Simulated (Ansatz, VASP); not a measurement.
One calculation of CuO2, two programs

```xyz
3
Lattice="0.0000 2.4441 2.4441 2.4441 0.0000 2.4441 2.4441 2.4441 0.0000" Properties=species:S:1:pos:R:3 pbc="T T T"
Cu    0.0000    0.0000    0.0000
O     1.2221    1.2221    1.2221
O     3.6662    3.6662    3.6662
```

Alike in both runs: task relaxation of cell and atoms; functional PBE; k mesh 14 × 14 × 14; occupations gaussian, width 0.1 eV; collinear spin; Hubbard terms Cu d U = 4.0 eV.

|  | VASP | Ansatz |
| --- | --- | --- |
| version | VASP 6.6.1 | Ansatz 0.2.0 |
| potentials or method | VASP PAW PBE potentials, release 64 (Cu_sv_GW, O), cutoff 700 eV | scalar-relativistic, plane waves, PAW |
| valence electrons in the cell | 31 | 31 |

```csv
,VASP,Ansatz,Ansatz less VASP
"gap on the k mesh at the Fermi level, each at its own relaxed structure (eV)",none,none,-
net moment per atom (μB),0.78,0.76,-0.016
size of the moment on the site where the two differ most (μB),0.74,0.64,-0.099
relaxed volume (Å³/atom),9.43,9.73,+0.303
relaxed cell length with the largest relative difference (Å),3.420,3.457,+0.0363
```

Site moments also hang on the region over which each program counts them. The programs project onto different local orbitals, so the same U acts differently, and such runs can settle in different states. A gap of «none» marks a metal or a gap that the smearing closes. Ansatz's warnings: filled band counts differ across k points.
